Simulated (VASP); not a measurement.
Wanted: the native input for a VASP 6.6.1 run.

| Item | Value |
| --- | --- |
| Task | single point |
| Functional | PBE |
| Dispersion | D3(BJ) |
| Potentials or basis | VASP PAW PBE potentials, release 64 (Al) |
| Cutoff | 520 eV |
| k mesh | 18 × 18 × 6 |
| Occupations | gaussian, width 0.1 eV |
| Spin | no spin polarisation |
| Dipole correction | no |
| Further INCAR settings | ALGO = Normal; EDIFF = 1e-06; NBANDS = 14 |

The structure of Al lies in POSCAR:

```
Al
1.0
    2.7863441894      0.0000000000      0.0000000000
   -1.3931720947      2.4130448517      0.0000000000
    0.0000000000      0.0000000000      9.1484383787
Al
4
Direct
    0.0000000000      0.0000000000      0.0000000000
    0.3333333333      0.6666666667      0.2500000000
    0.0000000000      0.0000000000      0.5000000000
    0.6666666667      0.3333333333      0.7500000000
```

This isn't the form of Al at room conditions, which is fcc.

One way to write it, as run:

INCAR

```
PREC = Accurate
ENCUT = 520
EDIFF = 1E-6
ISMEAR = 0
SIGMA = 0.1
LREAL = False
LASPH = True
NELM = 80
ALGO = Normal
ISIF = 2
LWAVE = False
LCHARG = True
GGA = PE
IVDW = 12
LELF = True
LVHAR = True
NBANDS = 14
```

KPOINTS

```
Automatic mesh
0
Gamma
  18 18 6
```

Potentials or basis: VASP PAW PBE potentials, release 64 (Al).

Command:

```sh
$ cat potpaw_PBE.64/Al/POTCAR > POTCAR
$ mpirun -np 1 vasp_std > vasp.out
```

It gave:

```yaml
Pressure: 2.8 GPa
Band_gap_on_the_k_mesh: zero (bands 6 and 7 overlap by 5.58 eV)
Dispersion_energy_per_atom: -0.362 eV
```

Run time: 110 s on 1 thread of Intel Xeon 8259CL, on a shared host, peak memory 0.25 GiB.
